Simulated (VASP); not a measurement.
# Be3ZnSe4 (P3m1) in VASP: notebook

The runs below take Be3ZnSe4 through single point, with PBE.

Program: VASP 6.6.1. These are calculated values, not measurements. Logs are shortened: lines on timing, memory, paths and dates and some standing lists are left out, and cuts for length are marked.

## (1) The cell of the first run

The structure is trigonal, space group P3m1 (No. 156). Conventional cell: a = 3.747 Å, b = 3.747 Å, c = 12.412 Å, α = 90.00°, β = 90.00°, γ = 120.00°. Within 3.0 Å of Be (site symmetry 3m) lie 4 Se at 2.25 to 2.28 Å. Within 3.0 Å of Be (site symmetry 3m) lie 4 Se at 2.24 to 2.28 Å. Be (site symmetry 3m) has 4 Se at 2.25 to 2.28 Å within 3.0 Å. Zn (site symmetry 3m) has 4 Se at 2.40 to 2.46 Å within 3.2 Å. Within 3.0 Å of Se (site symmetry 3m) lie 4 Be at 2.25 to 2.28 Å. Se (site symmetry 3m) has 1 Be at 2.24 Å and 3 Zn at 2.40 Å within 3.0 Å. Within 3.0 Å of Se (site symmetry 3m) lie 4 Be at 2.25 to 2.28 Å. Within 3.0 Å of Se (site symmetry 3m) lie 3 Be at 2.28 Å and 1 Zn at 2.46 Å.

## (2) Single point, PBE

INCAR

```
PREC     = Accurate       # precision mode
ENCUT    = 520            # plane-wave cutoff, eV
EDIFF    = 1E-7           # SCF threshold, eV
ISMEAR   = 0              # smearing method
SIGMA    = 0.1            # smearing width, eV
LREAL    = F              # projectors in reciprocal space
LASPH    = T              # aspherical terms in the spheres
NELM     = 100            # most SCF steps
ALGO     = Normal         # electronic algorithm
ISIF     = 2              # what is computed and relaxed
LWAVE    = F              # write WAVECAR
LCHARG   = T              # write CHGCAR
GGA      = PE             # functional
LELF     = T              # ELF
LVHAR    = T            
NBANDS   = 31             # bands
```

KPOINTS

```
regular mesh
0
Gamma
  6 6 2
```

POSCAR

```
Be3ZnSe4
1.0
    3.7472541000      0.0000000000      0.0000000000
   -1.8736271000      3.2452173000      0.0000000000
    0.0000000000      0.0000000000     12.4116806000
Be Zn Se
3 1 4
Direct
    0.6666667000      0.3333333000      0.0125380000
    0.6666667000      0.3333333000      0.4928060000
    0.0000000000      0.0000000000      0.2531180000
    0.0000000000      0.0000000000      0.7562110000
    0.6666667000      0.3333333000      0.1939280000
    0.6666667000      0.3333333000      0.6729290000
    0.0000000000      0.0000000000      0.4343310000
    0.0000000000      0.0000000000      0.9541390000
```

Potentials or basis: VASP PAW PBE potentials, release 64 (Be, Zn, Se).

Command:

```
$ cat potpaw_PBE.64/Be/POTCAR potpaw_PBE.64/Zn/POTCAR potpaw_PBE.64/Se/POTCAR > POTCAR
$ mpirun -np 1 vasp_std > vasp.out
```

OUTCAR:

```text
PREC = Accurate
   ENCUT = 520
   EDIFF = 1E-7
   ISMEAR = 0
   LREAL = F
   LASPH = T
   NELM = 100
   ISIF = 2
   GGA = PE

 ion  position               nearest neighbor table
   1  0.667  0.333  0.013-   5 2.25   8 2.28   8 2.28   8 2.28
   2  0.667  0.333  0.493-   6 2.24   7 2.28   7 2.28   7 2.28
   3  0.000  0.000  0.253-   7 2.25   5 2.28   5 2.28   5 2.28
   4  0.000  0.000  0.756-   6 2.40   6 2.40   6 2.40   8 2.46
   5  0.667  0.333  0.194-   1 2.25   3 2.28   3 2.28   3 2.28
   6  0.667  0.333  0.673-   2 2.24   4 2.40   4 2.40   4 2.40
   7  0.000  0.000  0.434-   3 2.25   2 2.28   2 2.28   2 2.28
   8  0.000  0.000  0.954-   1 2.28   1 2.28   1 2.28   4 2.46

  LATTYP: Found a hexagonal cell.
 ALAT       =     3.7472541000
 C/A-ratio  =     3.3122068237

  Lattice vectors:

 A1 = (   3.7472541000,   0.0000000000,   0.0000000000)
 A2 = (  -1.8736271000,   3.2452173000,   0.0000000000)
 A3 = (   0.0000000000,   0.0000000000,  12.4116806000)

Analysis of symmetry for initial positions (statically):
=====================================================================
 Subroutine PRICEL returns:
 Original cell was already a primitive cell.

 Routine SETGRP: Setting up the symmetry group for a
 hexagonal supercell.

 Subroutine GETGRP returns: Found  6 space group operations
 (whereof  6 operations were pure point group operations)
 out of a pool of 24 trial point group operations.

The static configuration has the point symmetry C_3v.

Analysis of symmetry for dynamics (positions and initial velocities):
=====================================================================
 Subroutine PRICEL returns:
 Original cell was already a primitive cell.

 Routine SETGRP: Setting up the symmetry group for a
 hexagonal supercell.

 Subroutine GETGRP returns: Found  6 space group operations
 (whereof  6 operations were pure point group operations)
 out of a pool of 24 trial point group operations.

The dynamic configuration has the point symmetry C_3v.

 Subroutine INISYM returns: Found  6 space group operations
 (whereof  6 operations are pure point group operations),
 and found     1 'primitive' translations

----------------------------------------------------------------------------------------
[... 96 lines left out ...]
   EDIFFG = 0.1E-05   stopping-criterion for IOM
   NSW    =      0    number of steps for IOM
   IBRION =     -1    ionic relax: 0-MD 1-quasi-New 2-CG
   NFREE  =      0    steps in history (QN), initial steepest desc. (CG)
   ISIF   =      2    stress and relaxation
   ISYM   =      2    0-nonsym 1-usesym 2-fastsym
   POTIM  = 0.5000    time-step for ionic-motion
   TEBEG  =    0.0;   TEEND  =   0.0 temperature during run
   PSTRESS=    0.0 pullay stress
   NELECT =      42.0000    total number of electrons
   NUPDOWN=      -1.0000    fix difference up-down
   EMIN   =  10.00;   EMAX   =-10.00  energy-range for DOS
   EFERMI =   0.00;   METHOD = LEGACY
   ISMEAR =     0;   SIGMA  =   0.10  broadening in eV -4-tet -1-fermi 0-gaus
   EFERMI_NEDOS =   21; number of points for ismear=-14 and -15
   IALGO  =     38    algorithm
   IMIX   =      4    mixing-type and parameters
     AMIX     =   0.40;   BMIX     =  1.00
     AMIX_MAG =   1.60;   BMIX_MAG =  1.00
  volume/ion in A,a.u.               =      18.87       127.32
  Fermi-wavevector in a.u.,A,eV,Ry     =   1.068797  2.019734 15.542317  1.142328
  Thomas-Fermi vector in A             =   2.204457
   LORBIT       =      0    0 simple, 1 ext, 2 COOP (PROOUT), +10 PAW based schemes
   GGA     = PE    functional components
   LHFCALC =     F    Hartree Fock is set to
   AEXX    =    0.0000 exact exchange contribution
   IVDW    =     0    specifies the selected vdW correction
   LEPSILON=     F    determine dielectric tensor
   LRPA    =     F    only Hartree local field effects (RPA)
 non-spin polarized calculation
 Gauss-broadening in eV      SIGMA  =   0.10
  energy-cutoff  :      520.00
  volume of cell :      150.93
 maximum number of plane-waves:      4086
 NGX is ok and might be reduce to    28
   NGX = 13   NGY = 13   NGZ = 47

 number of electron      42.0000006 magnetization

 Free energy of the ion-electron system (eV)
  ---------------------------------------------------
  ext. energy  EPLUGINS =         0.00000000
  ---------------------------------------------------
  free energy    TOTEN  =       -32.26205829 eV

  energy without entropy =      -32.26205829  energy(sigma->0) =      -32.26205829

 E-fermi :   3.5348     XC(G=0):  -9.3158

 val. band max:        3.1052669016   @ k =   0.0000   0.0000   0.0000
 cond. band min:       5.7009841420   @ k =   0.5000   0.0000   0.0000
 fundamental gap:      2.5957172404
 Fermi energy:         3.5348175730

 k-point     1 :       0.0000    0.0000    0.0000
  band No.  band energies     occupation
      1     -10.8742      2.00000
      2     -10.4376      2.00000
      3     -10.2982      2.00000
      4      -9.7105      2.00000
      5      -3.6748      2.00000
      6      -3.6748      2.00000
[... 465 lines left out ...]
     30      10.4742      0.00000
     31      10.7916      0.00000

------------------------ aborting loop because EDIFF is reached ----------------------------------------

  FORCE on cell =-STRESS in cart. coord.  units (eV):
  Direction    XX          YY          ZZ          XY          YZ          ZX
  --------------------------------------------------------------------------------------
  -------------------------------------------------------------------------------------
  Total        0.1728286      0.1728286      0.1593628     -0.0000000      0.0000000      0.0000000
  in kB        1.8345888      1.8345888      1.6916483     -0.0000000      0.0000000      0.0000000
  external PRESSURE =       1.7869420 kB  Pullay stress =       0.0000000 kB

 VOLUME and BASIS-vectors are now :
 -----------------------------------------------------------------------------
  energy-cutoff  :      520.00
  volume of cell :      150.93
      direct lattice vectors                 reciprocal lattice vectors
     3.747254100  0.000000000  0.000000000     0.266862074  0.154072892  0.000000000
    -1.873627100  3.245217300  0.000000000     0.000000000  0.308145775  0.000000000
     0.000000000  0.000000000 12.411680600     0.000000000  0.000000000  0.080569266

 POSITION                                       TOTAL-FORCE (eV/Angst)
 -----------------------------------------------------------------------------------
      1.87363      1.08174      0.15562         0.000000      0.000000     -0.003864
      1.87363      1.08174      6.11655         0.000000     -0.000000      0.002001
      0.00000      0.00000      3.14162         0.000000      0.000000      0.004541
      0.00000      0.00000      9.38585         0.000000      0.000000      0.009958
      1.87363      1.08174      2.40697        -0.000000      0.000000     -0.001594
      1.87363      1.08174      8.35218        -0.000000      0.000000     -0.015752
      0.00000      0.00000      5.39078         0.000000      0.000000     -0.003907
      0.00000      0.00000     11.84247         0.000000      0.000000      0.008616
 -----------------------------------------------------------------------------------
    total drift:                               -0.000127      0.000071      0.000689

  FREE ENERGIE OF THE ION-ELECTRON SYSTEM (eV)
  ---------------------------------------------------
  free  energy   TOTEN  =       -32.2620582870 eV

  energy  without entropy=      -32.2620582870  energy(sigma->0) =      -32.26205829
```

Run time: 45 s. Hardware: 1 thread of Intel Xeon 6975P-C (Granite Rapids), shared host; peak memory 0.28 GiB.

Results:

| Property | Result |
| --- | --- |
| Free energy | -32.2621 eV |
| Pressure | 0.2 GPa |
| Largest force | 0.016 eV/Å |
| Band gap on the k mesh | 2.60 eV, indirect (least direct gap 2.64 eV) |

Forces in eV/Å, atoms in the order of the input:
```
Be   0.000  0.000 -0.004
Be   0.000  0.000  0.002
Be   0.000  0.000  0.005
Zn   0.000  0.000  0.010
Se   0.000  0.000 -0.002
Se   0.000  0.000 -0.016
Se   0.000  0.000 -0.004
Se   0.000  0.000  0.009
```

Levels at points of the mesh, in eV from the valence-band top:
| k point | band 19 | band 20 | band 21 | band 22 | band 23 | band 24 |
| --- | --- | --- | --- | --- | --- | --- |
| (0.00, 0.00, 0.00) | -0.62 | 0.00 | 0.00 | 2.64 | 3.10 | 3.51 |
| (0.50, 0.00, 0.00) | -2.19 | -2.06 | -1.12 | 2.60 | 2.80 | 3.21 |
| (0.00, 0.00, 0.50) | -0.81 | -0.02 | -0.02 | 3.12 | 3.23 | 3.44 |
| (0.50, 0.00, 0.50) | -2.05 | -1.88 | -1.20 | 2.64 | 2.86 | 2.98 |

A k mesh can miss the band edges.

## (3) Single point, PBE

INCAR

```
PREC = Accurate ; ENCUT = 520
EDIFF = 1E-7 ; ISMEAR = 0
SIGMA = 0.02 ; LREAL = F
LASPH = T ; NELM = 80
ALGO = Normal ; ISIF = 2
LWAVE = F ; LCHARG = F
GGA = PE ; NBANDS = 31
```

KPOINTS is that of step 2.

POSCAR

```
Be3ZnSe4
1.0
    3.7472541317      0.0000000289      0.0000000000
   -1.8736270909      3.2452172581      0.0000000000
    0.0000000000      0.0000000000     12.4116806000
Be Zn Se
3 1 4
Direct
    0.6666666667      0.3333333333      0.0125380000
    0.6666666667      0.3333333333      0.4928060000
    0.0000000000      0.0000000000      0.2531180000
    0.0000000000      0.0000000000      0.7562110000
    0.6666666667      0.3333333333      0.1939280000
    0.6666666667      0.3333333333      0.6729290000
    0.0000000000      0.0000000000      0.4343310000
    0.0000000000      0.0000000000      0.9541390000
```

Potentials or basis: VASP PAW PBE potentials, release 64 (Be, Zn, Se).

Command:

```
$ cat potpaw_PBE.64/Be/POTCAR potpaw_PBE.64/Zn/POTCAR potpaw_PBE.64/Se/POTCAR > POTCAR
$ mpirun -np 1 vasp_std > vasp.out
```

It took 48 s on 1 thread of Intel Xeon 6975P-C (Granite Rapids), shared host; peak memory 0.27 GiB.

Results (log left out):

```
Free energy            : -32.2621 eV
Pressure               : 0.2 GPa
Largest force          : 0.016 eV/Å
Band gap on the k mesh : 2.60 eV, indirect (least direct gap 2.64 eV)
```

Forces on the atoms (eV/Å):
```
Be   0.000  0.000 -0.004
Be   0.000  0.000  0.002
Be   0.000  0.000  0.005
Zn   0.000  0.000  0.010
Se   0.000  0.000 -0.002
Se   0.000  0.000 -0.016
Se   0.000  0.000 -0.004
Se   0.000  0.000  0.009
```

Levels at points of the mesh, in eV from the valence-band top:
| k point | band 17 | band 18 | band 19 | band 20 | band 21 | band 22 | band 23 | band 24 | band 25 | band 26 |
| --- | --- | --- | --- | --- | --- | --- | --- | --- | --- | --- |
| (0.00, 0.00, 0.00) | -0.88 | -0.88 | -0.62 | 0.00 | 0.00 | 2.64 | 3.10 | 3.51 | 3.73 | 4.32 |
| (0.50, 0.00, 0.00) | -2.49 | -2.43 | -2.19 | -2.06 | -1.12 | 2.60 | 2.80 | 3.21 | 3.98 | 4.08 |
| (0.00, 0.00, 0.50) | -1.34 | -0.81 | -0.81 | -0.02 | -0.02 | 3.12 | 3.23 | 3.44 | 3.83 | 4.36 |
| (0.50, 0.00, 0.50) | -2.64 | -2.24 | -2.05 | -1.88 | -1.20 | 2.64 | 2.86 | 2.98 | 3.46 | 4.72 |

A k mesh can miss the band edges.

[end of part 1 of 2]
